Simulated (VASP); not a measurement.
# HCl: single point with PBE+D3(BJ)

System: HCl.

```
Cl H
1.0
     7.98957    0.00000    0.00000
     0.00000    7.98957    0.00000
     0.00000    0.00000    7.98957
Cl H
10 10
Direct
  0.58574 0.53338 0.91761
  0.06010 0.35284 0.96483
  0.19316 0.73399 0.69404
  0.40280 0.51951 0.37026
  0.82539 0.90032 0.81860
  0.81993 0.70342 0.24780
  0.63227 0.17416 0.15307
  0.79992 0.39224 0.59017
  0.07055 0.11191 0.37433
  0.38430 0.10568 0.66318
  0.51709 0.42985 0.02367
  0.98216 0.44244 0.85509
  0.27829 0.68762 0.56496
  0.56874 0.53894 0.37837
  0.92032 0.96438 0.71134
  0.74749 0.65218 0.10608
  0.75931 0.16132 0.06055
  0.88696 0.28080 0.49387
  0.19206 0.15150 0.47264
  0.31537 0.95783 0.69996
```

```json
{
  "Program": "VASP 6.6.1",
  "Task": "single point",
  "Functional": "PBE",
  "Dispersion": "D3(BJ)",
  "Potentials or basis": "VASP PAW PBE potentials, release 64 (Cl, H_h)",
  "Cutoff": "1000 eV",
  "k mesh": "1 × 1 × 1",
  "Occupations": "fermi-dirac, width 0.02 eV",
  "Spin": "no spin polarisation"
}
```

- Pressure: 0.1 GPa
- Largest force: 1.368 eV/Å
- Dispersion energy per atom: -0.062 eV

Forces on the atoms (eV/Å):
```
Cl  -0.263  0.084  0.087
Cl  -0.002 -0.014  0.075
Cl  -0.254 -0.065  0.343
Cl   0.840  0.072 -0.038
Cl  -0.716 -0.326  0.764
Cl  -0.317 -0.206 -0.575
Cl  -0.817 -0.052  0.740
Cl   0.639 -0.924 -0.780
Cl  -0.640 -0.107 -0.446
Cl   0.013 -0.182  0.172
H    0.216  0.107 -0.192
H    0.014 -0.110 -0.050
H    0.277 -0.213 -0.318
H   -0.847 -0.036  0.014
H    0.618  0.441 -0.788
H    0.284  0.181  0.673
H    0.784 -0.046 -0.640
H   -0.553  0.890  0.687
H    0.521  0.036  0.449
H    0.205  0.471 -0.177
```

Stress tensor (GPa, compression positive):
```
 0.03  0.04 -0.22
 0.04 -0.16 -0.28
-0.22 -0.28  0.32
```

Levels at points of the mesh, in eV from the Fermi level:
| k point | band 36 | band 37 | band 38 | band 39 | band 40 | band 41 | band 42 | band 43 | band 44 | band 45 |
| --- | --- | --- | --- | --- | --- | --- | --- | --- | --- | --- |
| (0.00, 0.00, 0.00) | -0.81 | -0.76 | -0.72 | -0.57 | -0.51 | 4.94 | 6.13 | 6.35 | 6.48 | 6.63 |

Wall time 3.3 min on 1 thread of Intel(R) Xeon(R) Platinum 8488C (Sapphire Rapids), with other jobs on the host, peak memory 0.94 GiB.

Caveat: the k points lie up to 0.79 Å⁻¹ apart.
